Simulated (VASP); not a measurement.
LiCl: relaxation of cell and atoms with PBE

LiCl:

```
Li Cl
1.0
     5.15314    0.00000    0.00000
     0.00000    2.51347    2.53633
     0.00000   -2.51347    2.53633
Li Cl
2 2
Direct
  0.67989 0.48048 0.98048
  0.32011 0.98048 0.48048
  0.26940 0.51952 0.01952
  0.73060 0.01952 0.51952
```

* Program: VASP 6.6.1
* Task: relaxation of cell and atoms
* Functional: PBE
* Potentials or basis: VASP PAW PBE potentials, release 64 (Li_sv, Cl)
* Cutoff: 600 eV
* k mesh: 4 × 6 × 6
* Occupations: gaussian, width 0.1 eV
* Spin: no spin polarisation
* Dipole correction: no
* Further INCAR settings: ALGO = Normal; EDIFF = 1e-06; IBRION = 2; EDIFFG = -0.04; NSW = 90; ISIF = 3

```
Relaxed volume                         : 17.09 Å³/atom
Relaxed cell                           : a = 5.144 Å, b = 3.645 Å, c = 3.645 Å, α = 90.04°, β = 90.00°, γ = 90.00°
Space group after relaxing (to 0.05 Å) : I4mm (No. 107)
Energy gained by relaxing              : 92.0 meV/atom
Ionic steps                            : 19
Pressure after relaxing                : -0.1 GPa
Largest force after relaxing           : 0.037 eV/Å
Band gap on the k mesh                 : 6.26 eV, direct
```

Forces in eV/Å, atoms in the order of the input:
```
Li  -0.005  0.000 -0.036
Li   0.005  0.000 -0.036
Cl   0.006  0.000  0.036
Cl  -0.006  0.000  0.036
```

Stress tensor (GPa, compression positive):
```
-0.08  0.00  0.00
 0.00 -0.16  0.00
 0.00  0.00  0.00
```

Step by step:
| step | energy change (eV) | largest force (eV/Å) | pressure (GPa) | volume (Å³) |
| --- | --- | --- | --- | --- |
| 1 | 0.0000 | 1.1169 | 5.32 | 65.70 |
| 2 | -0.2572 | 0.3233 | 0.54 | 70.99 |
| 3 | -0.2700 | 0.2099 | -0.67 | 73.19 |
| 4 | -0.2703 | 0.2214 | -0.53 | 72.90 |
| 5 | -0.2703 | 0.2271 | -0.45 | 72.75 |
| 6 | -0.2791 | 0.2142 | -0.31 | 72.24 |
| 7 | -0.2973 | 0.1742 | 0.20 | 70.72 |
| 8 | -0.2897 | 0.1435 | 1.63 | 67.71 |
| 9 | -0.3019 | 0.1454 | 0.66 | 69.58 |
| 10 | -0.3111 | 0.1185 | 0.33 | 70.00 |
| 11 | -0.3264 | 0.0537 | -0.56 | 71.26 |
| 12 | -0.3280 | 0.0519 | -0.86 | 71.77 |
| 13 | -0.3375 | 0.0695 | -0.73 | 71.03 |
| 14 | -0.3560 | 0.1160 | -0.10 | 68.81 |
| 15 | -0.3564 | 0.1319 | 0.20 | 68.10 |
| 16 | -0.3567 | 0.1250 | 0.07 | 68.39 |
| 17 | -0.3630 | 0.0879 | 0.10 | 68.13 |
| 18 | -0.3662 | 0.0546 | 0.22 | 67.76 |
| 19 | -0.3681 | 0.0369 | -0.08 | 68.36 |

Final structure:
```yaml
crystal:
  lattice:
    - [5.14407, 0.00000, 0.00000]
    - [0.00000, 2.57863, 2.57689]
    - [0.00000, -2.57863, 2.57689]
  atoms:
    - { symbol: Li, position: [0.75083, 0.50586, 0.00586] }
    - { symbol: Li, position: [0.24917, 0.00586, 0.50586] }
    - { symbol: Cl, position: [0.24976, 0.49414, 0.99414] }
    - { symbol: Cl, position: [0.75024, 0.99414, 0.49414] }
```

Levels at points of the mesh, in eV from the valence-band top:
| k point | band 6 | band 7 | band 8 | band 9 | band 10 | band 11 | band 12 | band 13 | band 14 |
| --- | --- | --- | --- | --- | --- | --- | --- | --- | --- |
| (0.00, 0.00, 0.00) | -1.09 | -1.08 | -0.01 | -0.01 | 0.00 | 6.26 | 7.85 | 8.29 | 11.92 |
| (0.50, 0.00, 0.00) | -1.48 | -0.59 | -0.58 | -0.58 | -0.57 | 8.46 | 8.47 | 9.55 | 9.72 |
| (0.00, 0.50, 0.00) | -2.06 | -1.41 | -1.41 | -0.28 | -0.28 | 8.15 | 8.15 | 10.18 | 10.18 |
| (0.50, 0.50, 0.00) | -2.76 | -0.26 | -0.26 | -0.25 | -0.25 | 6.75 | 6.75 | 9.49 | 9.49 |
| (0.00, 0.50, 0.50) | -2.84 | -1.09 | -1.08 | -1.07 | -1.07 | 7.85 | 7.85 | 8.30 | 8.31 |
| (0.50, 0.50, 0.50) | -2.08 | -2.07 | -2.07 | -1.05 | -1.05 | 9.50 | 9.50 | 10.10 | 10.10 |

It took 7.9 min on 1 thread of Oxide Virtual Turin-like Processor, on a shared host, peak memory 0.17 GiB.

Caveat: the cutoff is under 1.25 times the usual one of these potentials, so pressure, stress and relaxed cells hold a basis-set (Pulay) error. A k mesh can miss the band edges.
